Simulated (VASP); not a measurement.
# SiC (Cm) in VASP: a series of runs, part 2 of 2

VASP 6.6.1. Earlier steps stand in the parts before.

### 3 Single point, PBE (strain +0.0450 x Voigt [0, 0, 0, 1, 0, 0])

File INCAR:

```
SYSTEM = SiC
PREC     = Accurate       ! precision mode
ENCUT    = 520            ! plane-wave cutoff, eV
EDIFF    = 1E-7           ! SCF threshold, eV
ISMEAR   = 0              ! smearing method
SIGMA    = 0.05           ! smearing width, eV
LREAL    = .FALSE.        ! projectors in reciprocal space
LASPH    = .TRUE.         ! aspherical terms in the spheres
NELM     = 100            ! most SCF steps
ALGO     = Normal         ! electronic algorithm
ISIF     = 2              ! what is computed and relaxed
LWAVE    = .FALSE.        ! write WAVECAR
LCHARG   = .TRUE.         ! write CHGCAR
GGA      = PE             ! functional
LELF     = .TRUE.         ! ELF
LVHAR    = .TRUE.       
NBANDS   = 26             ! bands
```

File KPOINTS:

```
regular mesh
0
G
  12 12 4
  0 0 0
```

File POSCAR:

```
SiC
1.0
    3.0941201807      0.0000000000      0.0000000000
   -1.5470600903      2.6795866789      0.0602907003
    0.0000000000      0.2279101320     10.1293391985
Si C
4 4
Direct
    0.6666666667      0.3333333333      0.9378441878
    0.3333333333      0.6666666667      0.4378441878
    0.0000000000      0.0000000000      0.6878995565
    0.0000000000      0.0000000000      0.1878995565
    0.6666666667      0.3333333333      0.7498074459
    0.3333333333      0.6666666667      0.2498074459
    0.0000000000      0.0000000000      0.5004478098
    0.0000000000      0.0000000000      0.0004478098
```

Potentials or basis: VASP PAW PBE potentials, release 64 (Si, C).

Command:

```sh
cat potpaw_PBE.64/Si/POTCAR potpaw_PBE.64/C/POTCAR > POTCAR
mpirun -np 1 vasp_std > vasp.out
```

OUTCAR:

```text
SYSTEM = SiC
   PREC = Accurate
   ENCUT = 520
   EDIFF = 1E-7
   ISMEAR = 0
   LREAL = .FALSE.
   LASPH = .TRUE.
   NELM = 100
   ISIF = 2
   GGA = PE

 ion  position               nearest neighbor table
   1  0.667  0.333  0.938-   8 1.88   8 1.88   5 1.91   8 1.92   3 3.03   4 3.07   4 3.07   3 3.13
                             3 3.13
   2  0.333  0.667  0.438-   7 1.87   6 1.91   7 1.91   7 1.91   3 3.03   4 3.07   4 3.07   3 3.13
                             3 3.13
   3  0.000  0.000  0.688-   5 1.87   7 1.90   5 1.91   5 1.91   1 3.03   2 3.03   1 3.13   1 3.13
                             2 3.13   2 3.13
[... 917 lines left out ...]
  in kB        0.7674826      0.7254625      2.2281847      0.0000000    -75.6021133     -0.0000000
  external PRESSURE =       1.2403766 kB  Pullay stress =       0.0000000 kB

 VOLUME and BASIS-vectors are now :
 -----------------------------------------------------------------------------
  energy-cutoff  :      520.00
  volume of cell :       83.94
      direct lattice vectors                 reciprocal lattice vectors
     3.094120181  0.000000000  0.000000000     0.323193652  0.186690454 -0.004200535
    -1.547060090  2.679586679  0.060290700     0.000000000  0.373380908 -0.008401070
     0.000000000  0.227910132 10.129339199     0.000000000 -0.002222395  0.098773127

 POSITION                                       TOTAL-FORCE (eV/Angst)
 -----------------------------------------------------------------------------------
      1.54706      1.10694      9.51984         0.000000      0.177859     -0.011615
     -0.00000      1.88618      4.47527         0.000000      0.241845     -0.011958
      0.00000      0.15678      6.96797         0.000000      0.255805     -0.011495
      0.00000      0.04282      1.90330         0.000000      0.218302     -0.012624
      1.54706      1.06408      7.61515        -0.000000     -0.285282      0.015044
     -0.00000      1.84332      2.57058        -0.000000     -0.200355      0.013843
      0.00000      0.11406      5.06921        -0.000000     -0.223309      0.008978
      0.00000      0.00010      0.00454        -0.000000     -0.184863      0.009826
 -----------------------------------------------------------------------------------
    total drift:                               -0.000000     -0.000175     -0.000224

  FREE ENERGIE OF THE ION-ELECTRON SYSTEM (eV)
  ---------------------------------------------------
  free  energy   TOTEN  =       -60.1598199583 eV

  energy  without entropy=      -60.1598199583  energy(sigma->0) =      -60.15981996
```

stdout:

```text
POSCAR found type information on POSCAR SiC
 POSCAR found :  2 types and       8 ions
 scaLAPACK will be used
 LDA part: xc-table for (Slater+PW92), standard interpolation
 POSCAR, INCAR and KPOINTS ok, starting setup
 FFT: planning ... GRIDC
 FFT: planning ... GRID_SOFT
 FFT: planning ... GRID
 WAVECAR not read
 entering main loop
```

Run time: 5.2 min. Hardware: 1 thread of Intel Xeon 8259CL, shared host; peak memory 0.39 GiB.

What came out:

- Free energy: -60.1598 eV
- Pressure: 0.1 GPa
- Largest force: 0.286 eV/Å
- Band gap on the k mesh: 2.01 eV (least direct gap 3.24 eV)

Forces in eV/Å, atoms in the order of the input:
```
Si   0.000  0.178 -0.012
Si   0.000  0.242 -0.012
Si   0.000  0.256 -0.011
Si   0.000  0.218 -0.013
C    0.000 -0.285  0.015
C    0.000 -0.200  0.014
C    0.000 -0.223  0.009
C    0.000 -0.185  0.010
```

Stress tensor (GPa, compression positive):
```
 0.08  0.00  0.00
 0.00  0.07 -7.56
 0.00 -7.56  0.22
```

Caveat: the cell differs from its parent crystal (strain +0.0450 x Voigt [0, 0, 0, 1, 0, 0]). A k mesh can miss the band edges.

### 4 Single point, PBE (strain -0.0300 x Voigt [0, 0, 0, 1, 0, 0])

File INCAR:

```
PREC = Accurate
ENCUT = 520
EDIFF = 1E-7
ISMEAR = 0
SIGMA = 0.05
LREAL = F
LASPH = T
NELM = 60
ALGO = Normal
ISIF = 2
LWAVE = F
LCHARG = F
GGA = PE
NBANDS = 26
```

File KPOINTS:

```
Automatic mesh
0
Gamma
  12 12 4
```

POSCAR, as its differences from that of step 3:

```diff
@@ -3,4 +3,4 @@
     3.0941201807      0.0000000000      0.0000000000
-   -1.5470600903      2.6795866789      0.0602907003
-    0.0000000000      0.2279101320     10.1293391985
+   -1.5470600903      2.6795866789     -0.0401938002
+    0.0000000000     -0.1519400880     10.1293391985
 Si C
```

Potentials or basis: VASP PAW PBE potentials, release 64 (Si, C).

Command:

```sh
cat potpaw_PBE.64/Si/POTCAR potpaw_PBE.64/C/POTCAR > POTCAR
mpirun -np 1 vasp_std > vasp.out
```

OUTCAR:

```text
PREC = Accurate
   ENCUT = 520
   EDIFF = 1E-7
   ISMEAR = 0
   LREAL = F
   LASPH = T
   NELM = 60
   ISIF = 2
   GGA = PE

 ion  position               nearest neighbor table
   1  0.667  0.333  0.938-   8 1.88   8 1.90   8 1.90   5 1.90   4 3.06   3 3.08   3 3.08   4 3.12
                             4 3.12   3 3.14
   2  0.333  0.667  0.438-   7 1.89   7 1.89   6 1.90   7 1.91   4 3.05   3 3.08   3 3.08   4 3.12
                             4 3.12   3 3.14
   3  0.000  0.000  0.688-   5 1.88   5 1.88   7 1.90   5 1.91   1 3.08   1 3.08   2 3.08   2 3.08
                             1 3.14   2 3.14
   4  0.000  0.000  0.188-   6 1.88   8 1.90   6 1.90   6 1.90   2 3.05   1 3.06   2 3.12   2 3.12
                             1 3.12   1 3.12
   5  0.667  0.333  0.750-   3 1.88   3 1.88   1 1.90   3 1.91
   6  0.333  0.667  0.250-   4 1.88   4 1.90   4 1.90   2 1.90
   7  0.000  0.000  0.500-   2 1.89   2 1.89   3 1.90   2 1.91
   8  0.000  0.000  0.000-   1 1.88   4 1.90   1 1.90   1 1.90

  LATTYP: Found a base centered monoclinic cell.
 ALAT       =     5.3597762309
 B/A-ratio  =     0.5772853282
 C/A-ratio  =     1.8900935876
 COS(beta)  =    -0.0299932515
[... 201 lines left out ...]
  band No.  band energies     occupation
      1      -7.3540      2.00000
      2      -6.1896      2.00000
      3      -6.1543      2.00000
      4      -3.8381      2.00000
      5      -0.5134      2.00000
      6       3.6656      2.00000
[... 685 lines left out ...]
     25      16.3936      0.00000
     26      16.8918      0.00000

 [... further k-points ...]

------------------------ aborting loop because EDIFF is reached ----------------------------------------

  FORCE on cell =-STRESS in cart. coord.  units (eV):
  Direction    XX          YY          ZZ          XY          YZ          ZX
  --------------------------------------------------------------------------------------
  -------------------------------------------------------------------------------------
  Total        0.0025043      0.0014032      0.0385521      0.0000000      2.6422854      0.0000000
  in kB        0.0477861      0.0267751      0.7356484      0.0000000     50.4198951      0.0000000
  external PRESSURE =       0.2700699 kB  Pullay stress =       0.0000000 kB

 VOLUME and BASIS-vectors are now :
 -----------------------------------------------------------------------------
  energy-cutoff  :      520.00
  volume of cell :       83.96
      direct lattice vectors                 reciprocal lattice vectors
     3.094120181  0.000000000  0.000000000     0.323193652  0.186637935  0.002799569
    -1.547060090  2.679586679 -0.040193800     0.000000000  0.373275871  0.005599138
     0.000000000 -0.151940088 10.129339199     0.000000000  0.001481180  0.098745341

 POSITION                                       TOTAL-FORCE (eV/Angst)
 -----------------------------------------------------------------------------------
      1.54706      0.75070      9.48634        -0.000000     -0.153821     -0.004610
     -0.00000      1.71987      4.40828        -0.000000     -0.125412     -0.004533
      0.00000     -0.10452      6.96797        -0.000000     -0.149396     -0.006160
      0.00000     -0.02855      1.90330        -0.000000     -0.166104     -0.005849
      1.54706      0.77927      7.58166         0.000000      0.142768      0.006128
     -0.00000      1.74844      2.50359         0.000000      0.180494      0.006483
      0.00000     -0.07604      5.06921         0.000000      0.127177      0.004397
      0.00000     -0.00007      0.00454         0.000000      0.144293      0.004144
 -----------------------------------------------------------------------------------
    total drift:                                0.000000      0.000160     -0.000285

  FREE ENERGIE OF THE ION-ELECTRON SYSTEM (eV)
  ---------------------------------------------------
  free  energy   TOTEN  =       -60.2093815169 eV

  energy  without entropy=      -60.2093815169  energy(sigma->0) =      -60.20938152
```

OSZICAR:

```text
N       E                     dE             d eps       ncg     rms          rms(c)
DAV:   1     0.707396178743E+02    0.70740E+02   -0.14451E+04  8528   0.111E+03
DAV:   2    -0.605048449173E+02   -0.13124E+03   -0.12172E+03 11406   0.188E+02
DAV:   3    -0.673860212962E+02   -0.68812E+01   -0.68295E+01 11602   0.403E+01
DAV:   4    -0.674738728413E+02   -0.87852E-01   -0.87725E-01 11024   0.535E+00
DAV:   5    -0.674754216422E+02   -0.15488E-02   -0.15479E-02 11480   0.674E-01    0.173E+01
DAV:   6    -0.603830561894E+02    0.70924E+01   -0.19158E+01 10862   0.191E+01    0.779E+00
DAV:   7    -0.602424325136E+02    0.14062E+00   -0.20898E+00 11714   0.644E+00    0.337E+00
DAV:   8    -0.602117448144E+02    0.30688E-01   -0.11191E-01 10346   0.160E+00    0.103E+00
DAV:   9    -0.602087812386E+02    0.29636E-02   -0.17537E-02 10920   0.712E-01    0.163E-01
DAV:  10    -0.602092899532E+02   -0.50871E-03   -0.15139E-03 10966   0.191E-01    0.793E-02
DAV:  11    -0.602093786070E+02   -0.88654E-04   -0.20901E-04 10104   0.882E-02    0.169E-02
DAV:  12    -0.602093802719E+02   -0.16649E-05   -0.87701E-06 11134   0.161E-02    0.640E-03
DAV:  13    -0.602093813785E+02   -0.11066E-05   -0.93460E-07 10526   0.509E-03    0.285E-03
DAV:  14    -0.602093814961E+02   -0.11763E-06   -0.34438E-08  7140   0.108E-03    0.123E-03
DAV:  15    -0.602093815169E+02   -0.20812E-07   -0.19866E-08  5718   0.842E-04
   1 F= -.60209382E+02 E0= -.60209382E+02  d E =-.126330E-15
```

Run time: 5.2 min. Hardware: 1 thread of Intel Xeon 8259CL, shared host; peak memory 0.39 GiB.

Results:

```
Free energy            : -60.2094 eV
Pressure               : 0.0 GPa
Largest force          : 0.181 eV/Å
Band gap on the k mesh : 2.10 eV (least direct gap 3.29 eV)
```

Forces in eV/Å, atoms in the order of the input:
```
Si   0.000 -0.154 -0.005
Si   0.000 -0.125 -0.005
Si   0.000 -0.149 -0.006
Si   0.000 -0.166 -0.006
C    0.000  0.143  0.006
C    0.000  0.180  0.006
C    0.000  0.127  0.004
C    0.000  0.144  0.004
```

Stress tensor (GPa, compression positive):
```
0.00 0.00 0.00
0.00 0.00 5.04
0.00 5.04 0.07
```

Levels at points of the mesh, in eV from the valence-band top:
```
           k point  band 13  band 14  band 15  band 16  band 17  band 18  band 19  band 20
(0.00, 0.00, 0.00)    -0.64    -0.20    -0.07     0.00     4.88     5.46     5.98     6.08
(0.50, 0.00, 0.00)    -2.42    -2.28    -1.64    -1.18     2.14     2.28     4.11     4.54
(0.00, 0.50, 0.00)    -2.42    -2.34    -1.57    -1.19     2.10     2.30     4.10     4.49
(0.00, 0.00, 0.50)    -0.31    -0.31    -0.25    -0.24     5.09     5.09     6.45     6.47
(0.50, 0.00, 0.50)    -2.63    -2.47    -1.63    -1.60     2.53     2.58     4.05     4.14
(0.00, 0.50, 0.50)    -2.70    -2.39    -1.65    -1.58     2.50     2.60     4.00     4.18
```

Caveat: the cell differs from its parent crystal (strain -0.0300 x Voigt [0, 0, 0, 1, 0, 0]).

### 5 The runs side by side

| cell | gap on the mesh (eV) | pressure (GPa) | largest force (eV/Å) |
| --- | --- | --- | --- |
| a = 3.094, b = 3.095, c = 10.134 Å, angles 93.0, 90.0, 120.0°, 8 atoms | 1.90 | 0.3 | 0.40 |
| a = 3.094, b = 3.095, c = 10.132 Å, angles 87.8, 90.0, 120.0°, 8 atoms | 2.01 | 0.1 | 0.29 |
| a = 3.094, b = 3.094, c = 10.130 Å, angles 91.5, 90.0, 120.0°, 8 atoms | 2.10 | 0.0 | 0.18 |

Alike in all rows: task single point; level PBE; potentials or basis VASP PAW PBE potentials, release 64 (Si, C); no spin polarisation; k mesh 12 × 12 × 4; cutoff (eV) 520; smearing gaussian 0.05 eV.

Absolute energies hang on the potentials; compare differences alone.
